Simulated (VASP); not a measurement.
A run of VASP 6.6.1 is set up as follows.

INCAR

```
ALGO = Normal
DIPOL = 0.5 0.5 0.319
EDIFF = 1E-6
ENCUT = 520
GGA = PE
IDIPOL = 3
ISIF = 2
ISMEAR = 0
IVDW = 12
LASPH = True
LCHARG = False
LDIPOL = True
LREAL = False
LWAVE = False
NBANDS = 34
NELM = 80
PREC = Accurate
SIGMA = 0.1
```

File KPOINTS:

```
k-points
0
Gamma
  6 6 1
```

File POSCAR:

```
Hf5H
1.0
    4.9564149667      0.0000000000      0.0000000000
   -2.4782074834      4.2923812729      0.0000000000
    0.0000000000      0.0000000000     21.1328376004
Hf H
5 1
Direct
    0.6666666667      0.3333333333      0.1892788879
    0.3333333333      0.6666666667      0.2371533849
    0.0000000000      0.0000000000      0.2763383880
    0.6666666667      0.3333333333      0.3164267596
    0.3333333333      0.6666666667      0.3706476976
    0.7777777778      1.5555555556      0.5268027802
```

Potentials or basis: VASP PAW PBE potentials, release 64 (Hf_pv, H).

Command:

```sh
$ cat potpaw_PBE.64/Hf_pv/POTCAR potpaw_PBE.64/H/POTCAR > POTCAR
$ mpirun -np 1 vasp_std > vasp.out
```

Q: Estimate the largest force.

A: 1.025 eV/Å.

Q: Estimate the dispersion energy per atom.

A: -0.200 eV.

Forces in eV/Å, atoms in the order of the input:
```
Hf   0.000  0.005 -1.025
Hf   0.000 -0.012  1.006
Hf   0.000  0.005  0.000
Hf   0.000  0.026  0.097
Hf   0.000  0.016  0.608
H    0.000 -0.039 -0.686
```
